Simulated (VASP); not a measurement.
# MgS (Fm-3m) in VASP: single point with r2SCAN

Aim: the single point of MgS with r2SCAN.

All numbers are computed with VASP 6.6.1; they aren't measurements. Logs are shortened: lines on timing, memory, paths and dates and some standing lists are left out, and cuts for length are marked.

## Step 1: The cell of the first run

The structure is cubic, space group Fm-3m (No. 225). The conventional cell has a = 5.203 Å, b = 5.203 Å, c = 5.203 Å, α = 90.00°, β = 90.00°, γ = 90.00°. Mg (site symmetry m-3m) has 6 S at 2.60 Å within 3.4 Å. Within 3.4 Å of S (site symmetry m-3m) lie 6 Mg at 2.60 Å.

## Step 2: Single point, r2SCAN

File POSCAR:

```
MgS
1.0
    0.0000000000      2.6016500000      2.6016500000
    2.6016500000      0.0000000000      2.6016500000
    2.6016500000      2.6016500000      0.0000000000
Mg S
1 1
Direct
    0.0000000000      0.0000000000      0.0000000000
    0.5000000000      0.5000000000      0.5000000000
```

File INCAR.step1:

```
SYSTEM = MgS
PREC = Accurate
ENCUT = 660
ISMEAR = 0
SIGMA = 0.01
LREAL = .False.
LASPH = .True.
NELM = 120
NBANDS = 11
GGA = PE
ALGO = Normal
EDIFF = 1E-5
LWAVE = .True.
LCHARG = .False.
GGA_COMPAT = .False.
```

File INCAR.step2:

```
SYSTEM = MgS
PREC = Accurate
ENCUT = 660
EDIFF = 1E-6
ISMEAR = 0
SIGMA = 0.01
LREAL = .False.
LASPH = .True.
NELM = 120
ALGO = Normal
ISIF = 2
LWAVE = .False.
LCHARG = .False.
METAGGA = R2SCAN
LMIXTAU = .True.
NBANDS = 11
ISTART = 1
GGA_COMPAT = .False.
```

File KPOINTS:

```
regular mesh
0
Gamma
  8 8 8
  0 0 0
```

Potentials or basis: VASP PAW PBE potentials, release 64 (Mg, S).

The run is started by

```
$ cat potpaw_PBE.64/Mg/POTCAR potpaw_PBE.64/S/POTCAR > POTCAR
$ cp INCAR.step1 INCAR
$ mpirun -np 1 vasp_std > vasp.out
$ cp INCAR.step2 INCAR
$ mpirun -np 1 vasp_std > vasp.out
```

OUTCAR:

```text
SYSTEM = MgS
   PREC = Accurate
   ENCUT = 660
   EDIFF = 1E-6
   ISMEAR = 0
   LREAL = .False.
   LASPH = .True.
   NELM = 120
   ISIF = 2
   METAGGA = R2SCAN
   ISTART = 1

 ion  position               nearest neighbor table
   1  0.000  0.000  0.000-   2 2.60   2 2.60   2 2.60   2 2.60   2 2.60   2 2.60
   2  0.500  0.500  0.500-   1 2.60   1 2.60   1 2.60   1 2.60   1 2.60   1 2.60

  LATTYP: Found a face centered cubic cell.
 ALAT       =     5.2033000000

  Lattice vectors:

 A1 = (   0.0000000000,   2.6016500000,   2.6016500000)
 A2 = (   2.6016500000,   0.0000000000,   2.6016500000)
 A3 = (   2.6016500000,   2.6016500000,   0.0000000000)

Analysis of symmetry for initial positions (statically):
=====================================================================
 Subroutine PRICEL returns:
 Original cell was already a primitive cell.

 Routine SETGRP: Setting up the symmetry group for a
 face centered cubic supercell.

 Subroutine GETGRP returns: Found 48 space group operations
 (whereof 48 operations were pure point group operations)
 out of a pool of 48 trial point group operations.

The static configuration has the point symmetry O_h .

Analysis of symmetry for dynamics (positions and initial velocities):
=====================================================================
 Subroutine PRICEL returns:
 Original cell was already a primitive cell.

 Routine SETGRP: Setting up the symmetry group for a
 face centered cubic supercell.

 Subroutine GETGRP returns: Found 48 space group operations
 (whereof 48 operations were pure point group operations)
 out of a pool of 48 trial point group operations.

The dynamic configuration has the point symmetry O_h .

 Subroutine INISYM returns: Found 48 space group operations
 (whereof 48 operations are pure point group operations),
 and found     1 'primitive' translations

----------------------------------------------------------------------------------------

                                     Primitive cell

  volume of cell :      35.2190

  direct lattice vectors                    reciprocal lattice vectors
     0.000000000  2.601650000  2.601650000    -0.192185728  0.192185728  0.192185728
     2.601650000  0.000000000  2.601650000     0.192185728 -0.192185728  0.192185728
     2.601650000  2.601650000  0.000000000     0.192185728  0.192185728 -0.192185728

  length of vectors
     3.679288715  3.679288715  3.679288715     0.332875446  0.332875446  0.332875446

  position of ions in fractional coordinates (direct lattice)
     0.000000000  0.000000000  0.000000000
     0.500000000  0.500000000  0.500000000

  ion indices of the primitive-cell ions
   primitive index   ion index
                 1           1
                 2           2

----------------------------------------------------------------------------------------

 KPOINTS: regular mesh

Automatic generation of k-mesh.
 Grid dimensions read from file:
 generate k-points for:    8    8    8

 Generating k-lattice:

  Cartesian coordinates                     Fractional coordinates (reciprocal lattice)
    -0.024023216  0.024023216  0.024023216     0.125000000  0.000000000  0.000000000
     0.024023216 -0.024023216  0.024023216     0.000000000  0.125000000  0.000000000
     0.024023216  0.024023216 -0.024023216     0.000000000  0.000000000  0.125000000

  Length of vectors
     0.041609431  0.041609431  0.041609431

  Shift w.r.t. Gamma in fractional coordinates (k-lattice)
     0.000000000  0.000000000  0.000000000

 Subroutine IBZKPT returns following result:
 ===========================================

 Found     29 irreducible k-points:

 Following reciprocal coordinates:
            Coordinates               Weight
  0.000000  0.000000  0.000000      1.000000
  0.125000  0.000000  0.000000      8.000000
  0.250000  0.000000  0.000000      8.000000
  0.375000  0.000000  0.000000      8.000000
  0.500000  0.000000  0.000000      4.000000
  0.125000  0.125000  0.000000      6.000000
[... 16 lines left out ...]
  0.500000  0.250000  0.125000     48.000000
 -0.375000  0.250000  0.125000     24.000000
 [... further k-points ...]
   k-points           NKPTS =     29   k-points in BZ     NKDIM =     29   number of bands    NBANDS=     11
   number of dos      NEDOS =    301   number of ions     NIONS =      2
   total plane-waves  NPLWV =  32768
   dimension x,y,z NGX =    32 NGY =   32 NGZ =   32
   dimension x,y,z NGXF=    64 NGYF=   64 NGZF=   64
   ions per type =               1   1
   NGX,Y,Z   is equivalent  to a cutoff of  14.46, 14.46, 14.46 a.u.
   NGXF,Y,Z  is equivalent  to a cutoff of  28.92, 28.92, 28.92 a.u.
 SYSTEM =  MgS
   PREC   = accura    normal or accurate (medium, high low for compatibility)
   ISTART =      1    job   : 0-new  1-cont  2-samecut
   ICHARG =      0    charge: 1-file 2-atom 10-const
   ISPIN  =      1    spin polarized calculation?
   LNONCOLLINEAR =      F non collinear calculations
   LSORBIT =      F    spin-orbit coupling
   LASPH  =      T    aspherical Exc in radial PAW
   ENCUT  =  660.0 eV  48.51 Ry    6.96 a.u.   7.71  7.71  7.71*2*pi/ulx,y,z
   NELM   =    120;   NELMIN=  2; NELMDL=  0     # of ELM steps
   EDIFF  = 0.1E-05   stopping-criterion for ELM
   LREAL  =      F    real-space projection
   EDIFFG = 0.1E-04   stopping-criterion for IOM
   NSW    =      0    number of steps for IOM
   IBRION =     -1    ionic relax: 0-MD 1-quasi-New 2-CG
   NFREE  =      0    steps in history (QN), initial steepest desc. (CG)
   ISIF   =      2    stress and relaxation
   ISYM   =      2    0-nonsym 1-usesym 2-fastsym
   POTIM  = 0.5000    time-step for ionic-motion
   TEBEG  =    0.0;   TEEND  =   0.0 temperature during run
   PSTRESS=    0.0 pullay stress
   NELECT =       8.0000    total number of electrons
   NUPDOWN=      -1.0000    fix difference up-down
   EMIN   =  10.00;   EMAX   =-10.00  energy-range for DOS
   EFERMI =   0.00;   METHOD = LEGACY
   ISMEAR =     0;   SIGMA  =   0.01  broadening in eV -4-tet -1-fermi 0-gaus
   EFERMI_NEDOS =   21; number of points for ismear=-14 and -15
   IALGO  =     38    algorithm
   IMIX   =      4    mixing-type and parameters
     AMIX     =   0.40;   BMIX     =  1.00
     AMIX_MAG =   1.60;   BMIX_MAG =  1.00
  volume/ion in A,a.u.               =      17.61       118.83
  Fermi-wavevector in a.u.,A,eV,Ry     =   0.998878  1.887606 13.575323  0.997758
  Thomas-Fermi vector in A             =   2.131131
   LORBIT       =      0    0 simple, 1 ext, 2 COOP (PROOUT), +10 PAW based schemes
   METAGGA = R2SCAN    functional components
   LHFCALC =     F    Hartree Fock is set to
   AEXX    =    0.0000 exact exchange contribution
   IVDW    =     0    specifies the selected vdW correction
   LEPSILON=     F    determine dielectric tensor
   LRPA    =     F    only Hartree local field effects (RPA)
 non-spin polarized calculation
 Gauss-broadening in eV      SIGMA  =   0.01
  energy-cutoff  :      660.00
  volume of cell :       35.22
 maximum number of plane-waves:      1380
   NGX = 15   NGY = 15   NGZ = 15

 number of electron       8.0000001 magnetization

 Free energy of the ion-electron system (eV)
  ---------------------------------------------------
  ext. energy  EPLUGINS =         0.00000000
  ---------------------------------------------------
  free energy    TOTEN  =       -15.51132448 eV

  energy without entropy =      -15.51132448  energy(sigma->0) =      -15.51132448

 E-fermi :   3.5425     XC(G=0): -10.0900

 val. band max:        3.4927816293   @ k =   0.0000   0.0000   0.0000
 cond. band min:       6.9261268586   @ k =   0.5000   0.5000   0.0000
 fundamental gap:      3.4333452293
 Fermi energy:         3.5424888872

 k-point     1 :       0.0000    0.0000    0.0000
  band No.  band energies     occupation
      1      -9.6903      2.00000
      2       3.4928      2.00000
      3       3.4928      2.00000
      4       3.4928      2.00000
      5       8.1072      0.00000
      6      12.0232      0.00000
      7      12.0232      0.00000
      8      12.0232      0.00000
      9      14.4334      0.00000
     10      14.4334      0.00000
     11      17.0366      0.00000

 k-point     2 :       0.1250    0.0000    0.0000
  band No.  band energies     occupation
      1      -9.5351      2.00000
      2       2.4797      2.00000
      3       3.3872      2.00000
      4       3.3872      2.00000
      5       8.8631      0.00000
      6      11.7532      0.00000
      7      12.2853      0.00000
      8      12.2853      0.00000
      9      13.8466      0.00000
     10      13.8466      0.00000
     11      17.2783      0.00000

 k-point     3 :       0.2500    0.0000    0.0000
  band No.  band energies     occupation
      1      -9.1165      2.00000
      2       0.6949      2.00000
      3       3.1560      2.00000
      4       3.1560      2.00000
      5       9.1992      0.00000
      6      11.9205      0.00000
      7      11.9205      0.00000
      8      12.6182      0.00000
      9      14.4627      0.00000
     10      14.4627      0.00000
     11      16.4598      0.00000

 k-point     4 :       0.3750    0.0000    0.0000
  band No.  band energies     occupation
      1      -8.6085      2.00000
      2      -0.7892      2.00000
      3       2.9513      2.00000
      4       2.9513      2.00000
      5       8.8629      0.00000
      6      11.2463      0.00000
      7      11.2463      0.00000
      8      14.3060      0.00000
      9      16.1140      0.00000
     10      16.4961      0.00000
     11      16.4961      0.00000
[... 239 lines left out ...]
 k-point    22 :       0.3750    0.2500    0.1250
  band No.  band energies     occupation
      1      -8.7889      2.00000
      2       0.4224      2.00000
      3       2.0166      2.00000
      4       2.7984      2.00000
      5      10.0104      0.00000
      6      10.5804      0.00000
      7      11.3137      0.00000
      8      13.4385      0.00000
      9      14.3293      0.00000
     10      17.2801      0.00000
     11      19.5191      0.00000

 k-point    23 :       0.5000    0.2500    0.1250
  band No.  band energies     occupation
      1      -8.3599      2.00000
      2      -0.4469      2.00000
      3       1.4730      2.00000
      4       2.4814      2.00000
      5       9.7736      0.00000
      6      10.5504      0.00000
      7      11.9885      0.00000
      8      13.2542      0.00000
      9      15.9986      0.00000
     10      18.7712      0.00000
     11      19.4897      0.00000

 k-point    24 :      -0.3750    0.2500    0.1250
  band No.  band energies     occupation
      1      -8.1558      2.00000
      2      -0.8520      2.00000
      3       1.3282      2.00000
      4       2.3186      2.00000
      5       9.7124      0.00000
      6      10.2678      0.00000
      7      12.5913      0.00000
      8      13.7194      0.00000
      9      16.6144      0.00000
     10      17.8789      0.00000
     11      19.9352      0.00000

 [... further k-points ...]
[... 5 lines left out ...]
  --------------------------------------------------------------------------------------
  -------------------------------------------------------------------------------------
  Total       -0.1012091     -0.1012091     -0.1012091     -0.0000000      0.0000000     -0.0000000
  in kB       -4.6041926     -4.6041926     -4.6041926     -0.0000000      0.0000000     -0.0000000
  external PRESSURE =      -4.6041926 kB  Pullay stress =       0.0000000 kB

 VOLUME and BASIS-vectors are now :
 -----------------------------------------------------------------------------
  energy-cutoff  :      660.00
  volume of cell :       35.22
      direct lattice vectors                 reciprocal lattice vectors
     0.000000000  2.601650000  2.601650000    -0.192185728  0.192185728  0.192185728
     2.601650000  0.000000000  2.601650000     0.192185728 -0.192185728  0.192185728
     2.601650000  2.601650000  0.000000000     0.192185728  0.192185728 -0.192185728

 POSITION                                       TOTAL-FORCE (eV/Angst)
 -----------------------------------------------------------------------------------
      0.00000      0.00000      0.00000        -0.000000     -0.000000      0.000000
      2.60165      2.60165      2.60165         0.000000      0.000000     -0.000000
 -----------------------------------------------------------------------------------
    total drift:                               -0.000000     -0.000000      0.000000

  FREE ENERGIE OF THE ION-ELECTRON SYSTEM (eV)
  ---------------------------------------------------
  free  energy   TOTEN  =       -15.5113244814 eV

  energy  without entropy=      -15.5113244814  energy(sigma->0) =      -15.51132448
```

It took 2.1 min on 1 thread of AMD EPYC 7R13, shared host; peak memory 0.17 GiB.

What came out:

* Free energy: -15.5113 eV
* Pressure: -0.5 GPa
* Band gap on the k mesh: 3.43 eV, indirect (least direct gap 4.61 eV)

Levels at points of the mesh, in eV from the valence-band top:
```csv
k point,band 1,band 2,band 3,band 4,band 5,band 6,band 7,band 8,band 9
"(0.00, 0.00, 0.00)",-13.18,0.00,0.00,0.00,4.61,8.53,8.53,8.53,10.94
"(0.50, 0.00, 0.00)",-11.85,-4.88,-0.62,-0.62,5.22,7.50,7.50,11.23,13.23
"(0.50, 0.50, 0.00)",-11.47,-4.27,-1.73,-1.73,3.43,4.93,13.14,13.49,14.54
```

Caveat: the PAW data sets were made with another functional, which shifts forces and pressure a little.
